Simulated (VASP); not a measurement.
Write the native input for VASP 6.6.1 that does the following.

```yaml
Task: single point
Functional: PBE
Potentials_or_basis: VASP PAW PBE potentials, release 64 (Ti_sv)
Cutoff: 520 eV
k_mesh: 12 × 12 × 8
Occupations: gaussian, width 0.1 eV
Spin: no spin polarisation
Dipole_correction: no
Further_INCAR_settings: ALGO = Normal; EDIFF = 1e-07; NBANDS = 19
```

The structure of Ti lies in POSCAR:

```
Ti
1.0
    2.9385821062      0.0000000000      0.0000000000
   -1.4692910531      2.5448867551      0.0000000000
    0.0000000000      0.0000000000      4.6504271808
Ti
2
Direct
    0.3333333333      0.6666666667      0.2500000000
    0.6666666667      0.3333333333      0.7500000000
```

The input as run:

INCAR

```
SYSTEM = Ti
  PREC = Accurate
  ENCUT = 520
  EDIFF = 1E-7
  ISMEAR = 0
  SIGMA = 0.1
  LREAL = .False.
  LASPH = .True.
  NELM = 80
  ALGO = Normal
  ISIF = 2
  LWAVE = .False.
  LCHARG = .False.
  GGA = PE
  NBANDS = 19
```

KPOINTS

```
Automatic mesh
0
Gamma
  12 12 8
  0 0 0
```

Potentials or basis: VASP PAW PBE potentials, release 64 (Ti_sv).

Run with:

```bash
$ cat potpaw_PBE.64/Ti_sv/POTCAR > POTCAR
$ mpirun -np 1 vasp_std > vasp.out
```

It gave:

```yaml
Pressure: -0.2 GPa
Band_gap_on_the_k_mesh: zero (band 12 reaches 9.10 eV, above the bottom of band 13 at 8.10 eV)
```

It took 21 s on 1 thread of Intel(R) Xeon(R) 6975P-C (Granite Rapids), on a shared host, peak memory 0.18 GiB.
